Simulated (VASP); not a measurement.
# BeTe (F-43m) in VASP: notebook

The runs below take BeTe through single point, with HSE06, PBE, PBEsol, PBE0.

All numbers are computed with VASP 6.6.1; they aren't measurements. Logs are shortened: lines on timing, memory, paths and dates and some standing lists are left out, and cuts for length are marked.

### 1 The cell of the first run

Symmetry: F-43m, No. 216, cubic system. The conventional cell has a = 5.540 Å, b = 5.540 Å, c = 5.540 Å, α = 90.00°, β = 90.00°, γ = 90.00°. Te (site symmetry -43m) has 4 Be at 2.40 Å within 3.2 Å. Be (site symmetry -43m) has 4 Te at 2.40 Å within 3.2 Å.

### 2 Single point, HSE06

Input file POSCAR:

```
BeTe
1.0
    0.0000000000      2.7700000000      2.7700000000
    2.7700000000      0.0000000000      2.7700000000
    2.7700000000      2.7700000000      0.0000000000
Te Be
1 1
Direct
    0.7500000000      0.7500000000      0.7500000000
    0.0000000000      0.0000000000      0.0000000000
```

Input file INCAR.step1:

```
SYSTEM = BeTe
PREC     = Accurate       ! precision mode
ENCUT    = 520            ! plane-wave cutoff, eV
EDIFF    = 1E-5           ! SCF threshold, eV
ISMEAR   = 1              ! smearing method
SIGMA    = 0.05           ! smearing width, eV
LREAL    = .FALSE.        ! projectors in reciprocal space
LASPH    = .TRUE.         ! aspherical terms in the spheres
NELM     = 80             ! most SCF steps
ALGO     = Normal         ! electronic algorithm
ISIF     = 2              ! what is computed and relaxed
LWAVE    = .TRUE.         ! write WAVECAR
GGA      = PE             ! functional
NBANDS   = 11             ! bands
```

Input file INCAR.step2:

```
SYSTEM = BeTe
PREC     = Accurate       ! precision mode
ENCUT    = 520            ! plane-wave cutoff, eV
EDIFF    = 1E-6           ! SCF threshold, eV
ISMEAR   = 1              ! smearing method
SIGMA    = 0.05           ! smearing width, eV
LREAL    = .FALSE.        ! projectors in reciprocal space
LASPH    = .TRUE.         ! aspherical terms in the spheres
NELM     = 80             ! most SCF steps
ALGO     = Normal         ! electronic algorithm
ISIF     = 2              ! what is computed and relaxed
LWAVE    = .FALSE.        ! write WAVECAR
LCHARG   = .TRUE.         ! write CHGCAR
GGA      = PE             ! functional
LHFCALC  = .TRUE.         ! exact exchange
HFSCREEN = 0.2079         ! screening, 1/A
PRECFOCK = Normal       
LELF     = .TRUE.         ! ELF
LVHAR    = .TRUE.       
ISTART   = 1            
NBANDS   = 11             ! bands
```

Input file KPOINTS:

```
Automatic mesh
0
G
  4 4 4
  0 0 0
```

Potentials or basis: VASP PAW PBE potentials, release 64 (Te, Be).

The run is started by

```bash
cat potpaw_PBE.64/Te/POTCAR potpaw_PBE.64/Be/POTCAR > POTCAR
cp INCAR.step1 INCAR
mpirun -np 1 vasp_std > vasp.out
cp INCAR.step2 INCAR
mpirun -np 1 vasp_std > vasp.out
```

OUTCAR:

```text
SYSTEM = BeTe
   PREC = Accurate
   ENCUT = 520
   EDIFF = 1E-6
   ISMEAR = 1
   LREAL = .FALSE.
   LASPH = .TRUE.
   NELM = 80
   ISIF = 2
   GGA = PE
   LHFCALC = .TRUE.
   HFSCREEN = 0.2079
   PRECFOCK = Normal
   ISTART = 1

 ion  position               nearest neighbor table
   1  0.750  0.750  0.750-   2 2.40   2 2.40   2 2.40   2 2.40
   2  0.000  0.000  0.000-   1 2.40   1 2.40   1 2.40   1 2.40

  LATTYP: Found a face centered cubic cell.
 ALAT       =     5.5400000000

  Lattice vectors:

 A1 = (   0.0000000000,   2.7700000000,   2.7700000000)
 A2 = (   2.7700000000,   0.0000000000,   2.7700000000)
 A3 = (   2.7700000000,   2.7700000000,   0.0000000000)

Analysis of symmetry for initial positions (statically):
=====================================================================
 Subroutine PRICEL returns:
 Original cell was already a primitive cell.

 Routine SETGRP: Setting up the symmetry group for a
 face centered cubic supercell.

 Subroutine GETGRP returns: Found 24 space group operations
 (whereof 24 operations were pure point group operations)
 out of a pool of 48 trial point group operations.

The static configuration has the point symmetry T_d .

Analysis of symmetry for dynamics (positions and initial velocities):
=====================================================================
 Subroutine PRICEL returns:
 Original cell was already a primitive cell.

 Routine SETGRP: Setting up the symmetry group for a
 face centered cubic supercell.

 Subroutine GETGRP returns: Found 24 space group operations
 (whereof 24 operations were pure point group operations)
 out of a pool of 48 trial point group operations.

The dynamic configuration has the point symmetry T_d .

 Subroutine INISYM returns: Found 24 space group operations
 (whereof 24 operations are pure point group operations),
 and found     1 'primitive' translations

----------------------------------------------------------------------------------------

                                     Primitive cell

  volume of cell :      42.5079

  direct lattice vectors                    reciprocal lattice vectors
     0.000000000  2.770000000  2.770000000    -0.180505415  0.180505415  0.180505415
     2.770000000  0.000000000  2.770000000     0.180505415 -0.180505415  0.180505415
     2.770000000  2.770000000  0.000000000     0.180505415  0.180505415 -0.180505415

  length of vectors
     3.917371568  3.917371568  3.917371568     0.312644550  0.312644550  0.312644550
[... 80 lines left out ...]
   EFERMI_NEDOS =   21; number of points for ismear=-14 and -15
   IALGO  =     38    algorithm
   IMIX   =      1    mixing-type and parameters
     AMIX     =   0.40;   BMIX     =  1.00
     AMIX_MAG =   1.60;   BMIX_MAG =  1.00
  volume/ion in A,a.u.               =      21.25       143.43
  Fermi-wavevector in a.u.,A,eV,Ry     =   0.938170  1.772885 11.975354  0.880164
  Thomas-Fermi vector in A             =   2.065355
   LORBIT       =      0    0 simple, 1 ext, 2 COOP (PROOUT), +10 PAW based schemes
   GGA     = PE    functional components
   LHFCALC =     T    Hartree Fock is set to
   PRECFOCK=normal    Normal, Fast or Accurate (Low or Medium for compatibility)
   ENCUT4O =  -1.0   cutoff for four orbital integrals eV
   NKREDX  =     1    reduce k-point grid by
   NKREDY  =     1    reduce k-point grid by
   NKREDZ  =     1    reduce k-point grid by
   AEXX    =    0.2500 exact exchange contribution
   HFSCREEN=    0.2079 screening length (either q_TF or 0.3 A-1)
   HFSCREENC=   0.2079 screening length for correlation (either q_TF or 0.3 A-1)
   ENCUTFOCK=  -1.0 apply spherical cutoff to Coloumb kernel
   IVDW    =     0    specifies the selected vdW correction
   LEPSILON=     F    determine dielectric tensor
   LRPA    =     F    only Hartree local field effects (RPA)
 non-spin polarized calculation
 Methfessel and Paxton  Order N= 1 SIGMA  =   0.05
  energy-cutoff  :      520.00
  volume of cell :       42.51
 maximum number of plane-waves:      1162
 NGX is ok and might be reduce to    30
  NGX = 24; NGY = 24; NGZ = 24

 number of electron       8.0000000 magnetization

 Free energy of the ion-electron system (eV)
  ---------------------------------------------------
  ext. energy  EPLUGINS =         0.00000000
  ---------------------------------------------------
  free energy    TOTEN  =        -8.65900936 eV

  energy without entropy =       -8.65914525  energy(sigma->0) =       -8.65905466

 E-fermi :   5.2350     XC(G=0):  -7.7123

 val. band max:        5.1929436247   @ k =   0.0000   0.0000   0.0000
 cond. band min:       7.7137514722   @ k =   0.5000   0.5000   0.0000
 fundamental gap:      2.5208078475
 Fermi energy:         5.2350345938

 k-point     1 :       0.0000    0.0000    0.0000
  band No.  band energies     occupation
      1      -8.6034      2.00000
      2       5.1929      2.00002
      3       5.1929      2.00001
      4       5.1929      1.99997
      5       9.6249      0.00000
      6       9.6249      0.00000
      7       9.6249      0.00000
      8      10.1865      0.00000
      9      14.6636      0.00000
     10      16.5997      0.00000
     11      16.5997      0.00000
[... 85 lines left out ...]
 k-point     8 :      -0.2500    0.5000    0.2500
  band No.  band energies     occupation
      1      -6.2861      2.00000
      2      -0.1175      2.00000
      3       0.8981      2.00000
      4       1.4798      2.00000
      5      11.3190      0.00000
      6      11.6184      0.00000
      7      11.8637      0.00000
      8      12.6088      0.00000
      9      17.6713      0.00000
     10      18.6514      0.00000
     11      19.5607      0.00000

------------------------ aborting loop because EDIFF is reached ----------------------------------------

  FORCE on cell =-STRESS in cart. coord.  units (eV):
  Direction    XX          YY          ZZ          XY          YZ          ZX
  --------------------------------------------------------------------------------------
  -------------------------------------------------------------------------------------
  Total        0.9607878      0.9607878      0.9607878      0.0000000      0.0000000      0.0000000
  in kB       36.2133538     36.2133538     36.2133538      0.0000000      0.0000000      0.0000000
  external PRESSURE =      36.2133538 kB  Pullay stress =       0.0000000 kB

 VOLUME and BASIS-vectors are now :
 -----------------------------------------------------------------------------
  energy-cutoff  :      520.00
  volume of cell :       42.51
      direct lattice vectors                 reciprocal lattice vectors
     0.000000000  2.770000000  2.770000000    -0.180505415  0.180505415  0.180505415
     2.770000000  0.000000000  2.770000000     0.180505415 -0.180505415  0.180505415
     2.770000000  2.770000000  0.000000000     0.180505415  0.180505415 -0.180505415

 POSITION                                       TOTAL-FORCE (eV/Angst)
 -----------------------------------------------------------------------------------
      4.15500      4.15500      4.15500        -0.000000     -0.000000     -0.000000
      0.00000      0.00000      0.00000         0.000000      0.000000      0.000000
 -----------------------------------------------------------------------------------
    total drift:                                0.000000     -0.000000      0.000000

  FREE ENERGIE OF THE ION-ELECTRON SYSTEM (eV)
  ---------------------------------------------------
  free  energy   TOTEN  =        -8.6590093634 eV

  energy  without entropy=       -8.6591452518  energy(sigma->0) =       -8.65905466
```

OUTCAR.step1:

```text
SYSTEM = BeTe
   PREC = Accurate
   ENCUT = 520
   EDIFF = 1E-5
   ISMEAR = 1
   LREAL = .FALSE.
   LASPH = .TRUE.
[... 315 lines left out ...]
      4.15500      4.15500      4.15500        -0.000000     -0.000000      0.000000
      0.00000      0.00000      0.00000         0.000000      0.000000     -0.000000
 -----------------------------------------------------------------------------------
    total drift:                               -0.000000     -0.000000     -0.000000

  FREE ENERGIE OF THE ION-ELECTRON SYSTEM (eV)
  ---------------------------------------------------
  free  energy   TOTEN  =        -7.4994741276 eV

  energy  without entropy=       -7.4996100160  energy(sigma->0) =       -7.49951942
```

It took 4.1 min on 1 thread of AMD EPYC 7R43 (Zen 3), shared host; peak memory 0.25 GiB.

Results:

* Free energy: -8.6590 eV
* Pressure: 3.6 GPa
* Band gap on the k mesh: 2.52 eV, indirect (least direct gap 4.43 eV)

Levels at points of the mesh, in eV from the valence-band top:
```
           k point  band 1  band 2  band 3  band 4  band 5  band 6  band 7  band 8  band 9
(0.00, 0.00, 0.00)  -13.80    0.00    0.00    0.00    4.43    4.43    4.43    4.99    9.47
(0.50, 0.00, 0.00)  -12.14   -6.45   -1.31   -1.31    3.99    5.45    5.45    8.83   12.37
(0.50, 0.50, 0.00)  -11.52   -5.94   -3.08   -3.08    2.52    3.32   11.42   11.42   13.19
```

Caveat: the k points lie up to 0.49 Å⁻¹ apart; the PAW data sets were made with another functional, which shifts forces and pressure a little; spin-orbit coupling is left out, which moves the levels of the heavy elements. A k mesh can miss the band edges.

(Part 1 of 2 ends here.)
